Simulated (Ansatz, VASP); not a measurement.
Two plane-wave programs on Zr2Pb2O3

```
CELL_PARAMETERS angstrom
-2.30067 2.30067 5.81599
2.30067 -2.30067 5.81599
2.30067 2.30067 -5.81599
ATOMIC_POSITIONS crystal
Zr 0.25405 0.25405 0.00000
Zr 0.74595 0.74595 0.00000
Pb 0.50000 0.00000 0.50000
Pb 0.00000 0.50000 0.50000
O 0.75000 0.25000 0.50000
O 0.25000 0.75000 0.50000
O 0.00000 0.00000 0.00000
```

Alike in both runs: functional PBE; k mesh 4 × 4 × 4; occupations gaussian, width 0.2 eV; no spin polarisation.

Ansatz relaxed the structure, and its values are those at the end. VASP's run is a single point on that final structure, the one shown.

```csv
,VASP,Ansatz
version,VASP 6.6.1,Ansatz 0.2.0
potentials or method,"VASP PAW PBE potentials, release 64 (Zr_sv, Pb_d, O), cutoff 520 eV","scalar-relativistic, plane waves, PAW"
valence electrons in the cell,70,70
```

|  | VASP | Ansatz | Ansatz less VASP |
| --- | --- | --- | --- |
| gap on the k mesh at the Fermi level (eV) | none | none | - |
| pressure (GPa) | 0.0 | -0.1 | -0.06 |
| rms of the force components (eV/Å) | 0.010 | 0.010 | -0.0002 |

A gap of «none» marks a metal or a gap that the smearing closes. With one functional, cell and mesh, what is left measures potentials, basis and numerics.

The k mesh is coarse, so the values compare programs but aren't converged. Neither program's run includes spin-orbit coupling.
